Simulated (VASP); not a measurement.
# GaP (F-43m) in VASP: a series of runs

GaP is run at these levels: PBE, HSE06; tasks: single point.

Everything below comes from runs of VASP 6.6.1. Logs are shortened: lines on timing, memory, paths and dates and some standing lists are left out, and cuts for length are marked.

## Step 1: The cell of the first run

The structure is cubic, space group F-43m (No. 216). Conventional cell: a = 5.451 Å, b = 5.451 Å, c = 5.451 Å, α = 90.00°, β = 90.00°, γ = 90.00°. Ga (site symmetry -43m) has 4 P at 2.36 Å within 3.1 Å. Within 3.1 Å of P (site symmetry -43m) lie 4 Ga at 2.36 Å.

## Step 2: Single point, PBE, non-collinear spin, zero start, spin-orbit coupling

The input, INCAR:

```
PREC     = Accurate       # precision mode
ENCUT    = 520            # plane-wave cutoff, eV
EDIFF    = 1E-6           # SCF threshold, eV
ISMEAR   = 0              # smearing method
SIGMA    = 0.01           # smearing width, eV
LREAL    = False          # projectors in reciprocal space
LASPH    = True           # aspherical terms in the spheres
NELM     = 150            # most SCF steps
ALGO     = Normal         # electronic algorithm
ISIF     = 2              # what is computed and relaxed
LWAVE    = False          # write WAVECAR
LCHARG   = False          # write CHGCAR
MAGMOM   = 0 0 0 0 0 0    # initial moments
LORBIT   = 11             # projections on sites
LSORBIT  = True           # spin-orbit coupling
GGA_COMPAT= False        
LORBMOM  = True         
GGA      = PE             # functional
NBANDS   = 30             # bands
```

The input, KPOINTS:

```
Automatic mesh
0
Gamma
  8 8 8
```

The input, POSCAR:

```
GaP
1.0
    0.0000000000      2.7253992947      2.7253992947
    2.7253992947      0.0000000000      2.7253992947
    2.7253992947      2.7253992947      0.0000000000
Ga P
1 1
Direct
    0.0000000000      0.0000000000      0.0000000000
    0.2500000000      0.2500000000      0.2500000000
```

Potentials or basis: VASP PAW PBE potentials, release 64 (Ga_d, P).

The run is started by

```sh
> cat potpaw_PBE.64/Ga_d/POTCAR potpaw_PBE.64/P/POTCAR > POTCAR
> mpirun -np 1 vasp_ncl > vasp.out
```

OUTCAR:

```text
PREC = Accurate
   ENCUT = 520
   EDIFF = 1E-6
   ISMEAR = 0
   LREAL = False
   LASPH = True
   NELM = 150
   ISIF = 2
   LORBIT = 11
   LSORBIT = True
   GGA = PE

 ion  position               nearest neighbor table
   1  0.000  0.000  0.000-   2 2.36   2 2.36   2 2.36   2 2.36
   2  0.250  0.250  0.250-   1 2.36   1 2.36   1 2.36   1 2.36

  LATTYP: Found a face centered cubic cell.
 ALAT       =     5.4507985894

  Lattice vectors:

 A1 = (   0.0000000000,   2.7253992947,   2.7253992947)
 A2 = (   2.7253992947,   0.0000000000,   2.7253992947)
 A3 = (   2.7253992947,   2.7253992947,   0.0000000000)

Analysis of symmetry for initial positions (statically):
=====================================================================
 Subroutine PRICEL returns:
 Original cell was already a primitive cell.

 Routine SETGRP: Setting up the symmetry group for a
 face centered cubic supercell.

 Subroutine GETGRP returns: Found 24 space group operations
 (whereof 24 operations were pure point group operations)
 out of a pool of 48 trial point group operations.

The static configuration has the point symmetry T_d .

Analysis of symmetry for dynamics (positions and initial velocities):
=====================================================================
 Subroutine PRICEL returns:
 Original cell was already a primitive cell.

 Routine SETGRP: Setting up the symmetry group for a
 face centered cubic supercell.

 Subroutine GETGRP returns: Found 24 space group operations
 (whereof 24 operations were pure point group operations)
 out of a pool of 48 trial point group operations.

The dynamic configuration has the point symmetry T_d .

Analysis of structural, dynamic, and magnetic symmetry:
=====================================================================
 Subroutine PRICEL returns:
 Original cell was already a primitive cell.

 Routine SETGRP: Setting up the symmetry group for a
 face centered cubic supercell.

 Subroutine GETGRP returns: Found 24 space group operations
 (whereof 24 operations were pure point group operations)
 out of a pool of 48 trial point group operations.

The overall configuration has the point symmetry T_d .

 Subroutine INISYM returns: Found 24 space group operations
 (whereof 24 operations are pure point group operations),
 and found     1 'primitive' translations

----------------------------------------------------------------------------------------

                                     Primitive cell

  volume of cell :      40.4874

  direct lattice vectors                    reciprocal lattice vectors
     0.000000000  2.725399295  2.725399295    -0.183459356  0.183459356  0.183459356
     2.725399295  0.000000000  2.725399295     0.183459356 -0.183459356  0.183459356
     2.725399295  2.725399295  0.000000000     0.183459356  0.183459356 -0.183459356

  length of vectors
     3.854296645  3.854296645  3.854296645     0.317760926  0.317760926  0.317760926

  position of ions in fractional coordinates (direct lattice)
     0.000000000  0.000000000  0.000000000
     0.250000000  0.250000000  0.250000000

  ion indices of the primitive-cell ions
   primitive index   ion index
                 1           1
                 2           2

----------------------------------------------------------------------------------------

 KPOINTS: Automatic mesh

Automatic generation of k-mesh.
 Grid dimensions read from file:
 generate k-points for:    8    8    8

 Generating k-lattice:

  Cartesian coordinates                     Fractional coordinates (reciprocal lattice)
    -0.022932420  0.022932420  0.022932420     0.125000000  0.000000000  0.000000000
[... 94 lines left out ...]
 NGX is ok and might be reduce to    30
   NGX = 15   NGY = 15   NGZ = 15

 number of electron      18.0000000 magnetization       0.0000000      0.0000000      0.0000000

 number of electron      17.9999989 magnetization      -0.0000000     -0.0000000      0.0000000

 number of electron      17.9999989 magnetization      -0.0000000      0.0000000      0.0000000

 Free energy of the ion-electron system (eV)
  ---------------------------------------------------
  ext. energy  EPLUGINS =         0.00000000
  ---------------------------------------------------
  free energy    TOTEN  =        -9.12246428 eV

  energy without entropy =       -9.12246428  energy(sigma->0) =       -9.12246428

 E-fermi :   4.7351     XC(G=0):  -9.8322

 val. band max:        4.6776231075   @ k =   0.0000   0.0000   0.0000
 cond. band min:       6.2924340638   @ k =   0.3750   0.3750   0.0000
 fundamental gap:      1.6148109562
 Fermi energy:         4.7351288291

 k-point     1 :       0.0000    0.0000    0.0000
  band No.  band energies     occupation
      1     -10.1370      1.00000
      2     -10.1370      1.00000
      3     -10.1370      1.00000
      4     -10.1370      1.00000
      5      -9.7192      1.00000
      6      -9.7192      1.00000
[... 781 lines left out ...]
     29      16.4291      0.00000
     30      16.4337      0.00000

 [... further k-points ...]

------------------------ aborting loop because EDIFF is reached ----------------------------------------

  FORCE on cell =-STRESS in cart. coord.  units (eV):
  Direction    XX          YY          ZZ          XY          YZ          ZX
  --------------------------------------------------------------------------------------
  -------------------------------------------------------------------------------------
  Total        0.5960648      0.5960648      0.5960648      0.0000000      0.0000000     -0.0000000
  in kB       23.5875928     23.5875928     23.5875928      0.0000000      0.0000000     -0.0000000
  external PRESSURE =      23.5875928 kB  Pullay stress =       0.0000000 kB

 VOLUME and BASIS-vectors are now :
 -----------------------------------------------------------------------------
  energy-cutoff  :      520.00
  volume of cell :       40.49
      direct lattice vectors                 reciprocal lattice vectors
     0.000000000  2.725399295  2.725399295    -0.183459356  0.183459356  0.183459356
     2.725399295  0.000000000  2.725399295     0.183459356 -0.183459356  0.183459356
     2.725399295  2.725399295  0.000000000     0.183459356  0.183459356 -0.183459356

 POSITION                                       TOTAL-FORCE (eV/Angst)
 -----------------------------------------------------------------------------------
      0.00000      0.00000      0.00000         0.000000      0.000000      0.000000
      1.36270      1.36270      1.36270        -0.000000     -0.000000     -0.000000
 -----------------------------------------------------------------------------------
    total drift:                                0.000000      0.000000      0.000000

  FREE ENERGIE OF THE ION-ELECTRON SYSTEM (eV)
  ---------------------------------------------------
  free  energy   TOTEN  =        -9.1224642844 eV

  energy  without entropy=       -9.1224642844  energy(sigma->0) =       -9.12246428

 orbital moment (x)

 # of ion     p       d       tot
 ----------------------------------------
  1         0.000  -0.000   0.000
  2         0.000   0.000   0.000
 ----------------------------------------
            0.000  -0.000   0.000

 orbital moment (y)

 # of ion     p       d       tot
 ----------------------------------------
  1         0.000   0.000   0.000
  2         0.000   0.000   0.000
 ----------------------------------------
            0.000   0.000   0.000

 orbital moment (z)

 # of ion     p       d       tot
 ----------------------------------------
  1         0.000   0.000   0.000
  2         0.000   0.000   0.000
 ----------------------------------------
            0.000   0.000   0.000

 Spin-Orbit-Coupling matrix elements

 Ion:    1  E_soc:     -0.0116994
 l=   1
     0.0000000    -0.0010974    -0.0010974
    -0.0010974     0.0000000    -0.0010974
    -0.0010974    -0.0010974     0.0000000
 l=   2
     0.0000000    -0.0001737     0.0000000    -0.0001737    -0.0006788
    -0.0001737     0.0000000    -0.0005091    -0.0001737    -0.0001697
     0.0000000    -0.0005091     0.0000000    -0.0005091     0.0000000
    -0.0001737    -0.0001737    -0.0005091     0.0000000    -0.0001697
    -0.0006788    -0.0001697     0.0000000    -0.0001697     0.0000000
 l=   3
     0.0000000     0.0000000     0.0000000     0.0000000     0.0000000     0.0000000     0.0000000
     0.0000000     0.0000000     0.0000000     0.0000000     0.0000000     0.0000000     0.0000000
     0.0000000     0.0000000     0.0000000     0.0000000     0.0000000     0.0000000     0.0000000
     0.0000000     0.0000000     0.0000000     0.0000000     0.0000000     0.0000000     0.0000000
     0.0000000     0.0000000     0.0000000     0.0000000     0.0000000     0.0000000     0.0000000
     0.0000000     0.0000000     0.0000000     0.0000000     0.0000000     0.0000000     0.0000000
     0.0000000     0.0000000     0.0000000     0.0000000     0.0000000     0.0000000     0.0000000

 Ion:    2  E_soc:     -0.0008932
 l=   1
     0.0000000    -0.0001489    -0.0001489
    -0.0001489     0.0000000    -0.0001489
    -0.0001489    -0.0001489     0.0000000
 l=   2
     0.0000000     0.0000000     0.0000000     0.0000000     0.0000000
     0.0000000     0.0000000     0.0000000     0.0000000     0.0000000
     0.0000000     0.0000000     0.0000000     0.0000000     0.0000000
     0.0000000     0.0000000     0.0000000     0.0000000     0.0000000
     0.0000000     0.0000000     0.0000000     0.0000000     0.0000000
 l=   3
     0.0000000     0.0000000     0.0000000     0.0000000     0.0000000     0.0000000     0.0000000
     0.0000000     0.0000000     0.0000000     0.0000000     0.0000000     0.0000000     0.0000000
     0.0000000     0.0000000     0.0000000     0.0000000     0.0000000     0.0000000     0.0000000
     0.0000000     0.0000000     0.0000000     0.0000000     0.0000000     0.0000000     0.0000000
     0.0000000     0.0000000     0.0000000     0.0000000     0.0000000     0.0000000     0.0000000
     0.0000000     0.0000000     0.0000000     0.0000000     0.0000000     0.0000000     0.0000000
     0.0000000     0.0000000     0.0000000     0.0000000     0.0000000     0.0000000     0.0000000

 total charge

# of ion       s       p       d       tot
------------------------------------------
    1        0.861   0.849  10.012  11.722
    2        1.020   1.525   0.000   2.545
--------------------------------------------------
tot          1.881   2.374  10.012  14.267

 magnetization (x)

# of ion       s       p       d       tot
------------------------------------------
    1        0.000   0.000   0.000   0.000
    2       -0.000  -0.000   0.000  -0.000
--------------------------------------------------
tot         -0.000   0.000   0.000  -0.000

 magnetization (y)

# of ion       s       p       d       tot
------------------------------------------
    1        0.000   0.000   0.000   0.000
    2       -0.000   0.000   0.000   0.000
--------------------------------------------------
tot         -0.000   0.000   0.000   0.000

 magnetization (z)

# of ion       s       p       d       tot
------------------------------------------
    1       -0.000  -0.000   0.000  -0.000
    2       -0.000  -0.000   0.000  -0.000
--------------------------------------------------
tot         -0.000  -0.000   0.000  -0.000
```

Run time: 3.6 min. Hardware: 1 thread of Intel Xeon 8259CL, shared host; peak memory 0.31 GiB.

What came out:

```yaml
Free_energy: -9.1225 eV
Pressure: 2.4 GPa
Net_moment: 0.00 μB per cell
Valence_electrons_inside_the_program's_atomic_spheres: Ga 11.72; P 2.54
```

Moments on the atoms (μB; x, y, z):
```
Ga  0.00 0.00 0.00
P   0.00 0.00 0.00
```

(Part 1 of 2 ends here.)
